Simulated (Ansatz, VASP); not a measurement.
BaS in VASP and in Ansatz

Contents of POSCAR:

```
BaS
1.0
    0.0000000000      3.2119099264      3.2119099264
    3.2119099264      0.0000000000      3.2119099264
    3.2119099264      3.2119099264      0.0000000000
Ba S
1 1
Direct
    0.0000000000      0.0000000000      0.0000000000
    0.5000000000      0.5000000000      0.5000000000
```

The input INCAR.step1:

```
SYSTEM = BaS
PREC = Accurate
ENCUT = 520
EDIFF = 1E-5
ISMEAR = 0
SIGMA = 0.01
LREAL = .False.
LASPH = .True.
NELM = 100
ALGO = Normal
ISIF = 2
LWAVE = .True.
LCHARG = .False.
GGA = PE
NBANDS = 15
```

The input INCAR.step2:

```
SYSTEM = BaS
PREC = Accurate
ENCUT = 520
EDIFF = 1E-6
ISMEAR = 0
SIGMA = 0.01
LREAL = .False.
LASPH = .True.
NELM = 100
ALGO = Normal
ISIF = 2
LWAVE = .False.
LCHARG = .False.
GGA = PE
LHFCALC = .True.
AEXX = 0.05
HFSCREEN = 0.1
PRECFOCK = Normal
ISTART = 1
NBANDS = 15
```

File KPOINTS:

```
regular mesh
0
Gamma
  4 4 4
  0 0 0
```

Input for Ansatz:

```yaml
crystal:
  lattice:
    - [0.0, 3.2119099264, 3.2119099264]
    - [3.2119099264, 0.0, 3.2119099264]
    - [3.2119099264, 3.2119099264, 0.0]
  atoms:
    - { symbol: Ba, position: [0.0, 0.0, 0.0] }
    - { symbol: S, position: [0.5, 0.5, 0.5] }
kpoints:
  mp_grid: { grid: [4, 4, 4] }
hamiltonian:
  xc: { exchange: pbe, correlation: pbe, exx: { coeff: 0.05, omega: 0.1 } }
scf:
  occupations: { method: fixed }
  n_extra_bands: 4
output:
  forces: true
  stress: true
  eigenvalues: true
```

Alike in both runs: task single point; functional PBE-based screened hybrid; k mesh 4 × 4 × 4; no spin polarisation.

|  | VASP | Ansatz |
| --- | --- | --- |
| version | VASP 6.6.1 | Ansatz 0.2.0 |
| potentials or method | VASP PAW PBE potentials, release 64 (Ba_sv, S) | plane waves |
| plane-wave cutoff (eV) | 520 | 420 |
| occupations | gaussian, width 0.01 eV | fixed |
| valence electrons in the cell | 16 | 16 |

VASP gave:

* gap on the k mesh at the Fermi level (eV): 2.37
* pressure (GPa): 0.6

Question: Estimate Ansatz's values.

Answer: gap on the k mesh at the Fermi level (eV): 2.47; pressure (GPa): 0.0.

VASP's potentials were made for PBE, not for PBE-based screened hybrid. Ansatz's warnings: stress exchange threshold loose, stress scf threshold loose.

The k mesh is coarse, so the values compare programs but aren't converged. Neither program's run includes spin-orbit coupling.
